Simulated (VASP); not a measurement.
A run of VASP 6.6.1 is set up as follows.

File INCAR:

```
SYSTEM = Sm2B2Rh
PREC     = Accurate       ! precision mode
ENCUT    = 500            ! plane-wave cutoff, eV
EDIFF    = 1E-7           ! SCF threshold, eV
ISMEAR   = 0              ! smearing method
SIGMA    = 0.1            ! smearing width, eV
LREAL    = .False.        ! projectors in reciprocal space
LASPH    = .True.         ! aspherical terms in the spheres
NELM     = 200            ! most SCF steps
ALGO     = Normal         ! electronic algorithm
ISIF     = 3              ! what is computed and relaxed
LWAVE    = .False.        ! write WAVECAR
LCHARG   = .False.        ! write CHGCAR
GGA      = PE             ! functional
IBRION   = 2              ! ionic algorithm
NSW      = 100            ! ionic steps
EDIFFG   = -0.01          ! ionic threshold
GGA_COMPAT= .False.      
NELMIN   = 4            
LMAXMIX  = 6              ! l up to which the mixer works
```

KPOINTS

```
Automatic mesh
0
Gamma
  12 12 4
  0 0 0
```

POSCAR

```
Sm2B2Rh
1.0
    3.6565077096      0.0000000000      0.0000000000
   -1.8282538548      3.1666285656      0.0000000000
    0.0000000000      0.0000000000      8.8817249576
Sm B Rh
2 2 1
Direct
    0.0000000000      0.0000000000      0.8141278277
    0.0000000000      0.0000000000      0.1858721723
    0.3333333333      0.6666666667      0.5000000000
    0.6666666667      0.3333333333      0.5000000000
    0.0000000000      0.0000000000      0.5000000000
```

Potentials or basis: VASP PAW PBE potentials, release 64 (Sm_3, B, Rh_pv), 4f in core.

Run with:

```console
$ cat potpaw_PBE.64/Sm_3/POTCAR potpaw_PBE.64/B/POTCAR potpaw_PBE.64/Rh_pv/POTCAR > POTCAR
$ mpirun -np 1 vasp_std > vasp.out
```

Problem. Predict the band gap on the k mesh.

Solution. Zero (an odd number of electrons rules out a gap without spin polarisation).

Problem. Predict the relaxed volume.

Solution. 20.49 Å³/atom.

Final structure:
```
Sm B Rh
1.0
     3.65506    0.00000    0.00000
    -1.82753    3.16537    0.00000
     0.00000    0.00000    8.85298
Sm B Rh
2 2 1
Direct
  0.00000 0.00000 0.81580
  0.00000 0.00000 0.18420
  0.33333 0.66667 0.50000
  0.66667 0.33333 0.50000
  0.00000 0.00000 0.50000
```

Caveat: spin-orbit coupling is left out, which moves the levels of the heavy elements; the 4f electrons are frozen in the core, so they carry no moment and show no levels. Spin polarisation is off, so any magnetic state and its effect on volume and gap are missing.
